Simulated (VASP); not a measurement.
Crystal: GaSb.

```
Ga Sb
1.0
     0.00000    3.05900    3.05900
     3.05900    0.00000    3.05900
     3.05900    3.05900    0.00000
Ga Sb
1 1
Cartesian
  0.0000 0.0000 0.0000
  4.5885 4.5885 4.5885
```

| Property | Result |
| --- | --- |
| Program | VASP 6.6.1 |
| Task | relaxation of cell and atoms |
| Functional | LDA |
| Potentials or basis | VASP PAW LDA potentials, release 64 (Ga_d, Sb) |
| Cutoff | 500 eV |
| k mesh | 12 × 12 × 12 |
| Occupations | fermi-dirac, width 0.08 eV |
| Spin | no spin polarisation |

At the start: pressure -1.6 GPa; volume 28.62 Å³/atom.

**Question.** How do energy, volume and symmetry change on relaxing?

**Answer.** Over 3 steps the energy falls by 4.3 meV/atom and the volume is 27.78 Å³/atom (-3.0 %); space group F-43m (No. 216, to 0.1 Å) before and after.

The path:
| step | energy change (eV) | largest force (eV/Å) | pressure (GPa) | volume (Å³) |
| --- | --- | --- | --- | --- |
| 1 | 0.0000 | 0.0000 | -1.58 | 57.25 |
| 2 | -0.0074 | 0.0000 | 0.62 | 54.95 |
| 3 | -0.0085 | 0.0000 | 0.00 | 55.55 |

Final structure:
```
CELL_PARAMETERS angstrom
0.00000 3.02844 3.02844
3.02844 0.00000 3.02844
3.02844 3.02844 0.00000
ATOMIC_POSITIONS crystal
Ga 0.00000 0.00000 0.00000
Sb 0.75000 0.75000 0.75000
```
